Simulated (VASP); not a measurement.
Wanted: the native input for a VASP 6.6.1 run.

| Property | Result |
| --- | --- |
| Task | single point |
| Functional | r2SCAN |
| Potentials or basis | VASP PAW PBE potentials, release 64 (Ru_sv) |
| Cutoff | 620 eV |
| k mesh | 18 × 18 × 10 |
| Occupations | gaussian, width 0.05 eV |
| Spin | no spin polarisation |
| Dipole correction | no |
| Further INCAR settings | ALGO = Normal; EDIFF = 1e-06; NBANDS = 23 |

Ru:

```
CELL_PARAMETERS angstrom
2.70210 0.00000 0.00000
-1.35105 2.34009 0.00000
0.00000 0.00000 4.26671
ATOMIC_POSITIONS crystal
Ru 0.33333 0.66667 0.75000
Ru 0.66667 0.33333 0.25000
```

One way to write it, as run:

POSCAR

```
Ru
1.0
    2.7021037961      0.0000000000      0.0000000000
   -1.3510518980      2.3400905311      0.0000000000
    0.0000000000      0.0000000000      4.2667117771
Ru
2
Direct
    0.3333333333      0.6666666667      0.7500000000
    0.6666666667      0.3333333333      0.2500000000
```

INCAR.step1

```
SYSTEM = Ru
PREC = Accurate
ENCUT = 620
ISMEAR = 0
SIGMA = 0.05
LREAL = .False.
LASPH = .True.
NELM = 120
NBANDS = 23
GGA = PE
ALGO = Normal
EDIFF = 1E-5
LWAVE = .True.
LCHARG = .False.
GGA_COMPAT = .False.
```

INCAR.step2

```
SYSTEM = Ru
PREC = Accurate
ENCUT = 620
EDIFF = 1E-6
ISMEAR = 0
SIGMA = 0.05
LREAL = .False.
LASPH = .True.
NELM = 120
ALGO = Normal
ISIF = 2
LWAVE = .False.
LCHARG = .False.
METAGGA = R2SCAN
LMIXTAU = .True.
NBANDS = 23
ISTART = 1
GGA_COMPAT = .False.
```

KPOINTS

```
regular mesh
0
Gamma
  18 18 10
  0 0 0
```

Potentials or basis: VASP PAW PBE potentials, release 64 (Ru_sv).

Command:

```console
$ cat potpaw_PBE.64/Ru_sv/POTCAR > POTCAR
$ cp INCAR.step1 INCAR
$ mpirun -np 1 vasp_std > vasp.out
$ cp INCAR.step2 INCAR
$ mpirun -np 1 vasp_std > vasp.out
```

It gave:

```yaml
Pressure: 0.1 GPa
Band_gap_on_the_k_mesh: zero (bands 16 and 17 overlap by 3.29 eV)
```

Caveat: the PAW data sets were made with another functional, which shifts forces and pressure a little.

Wall time 9.2 min on 1 thread of AMD EPYC 7R13 Processor (Zen 3), on a shared host, peak memory 0.23 GiB.
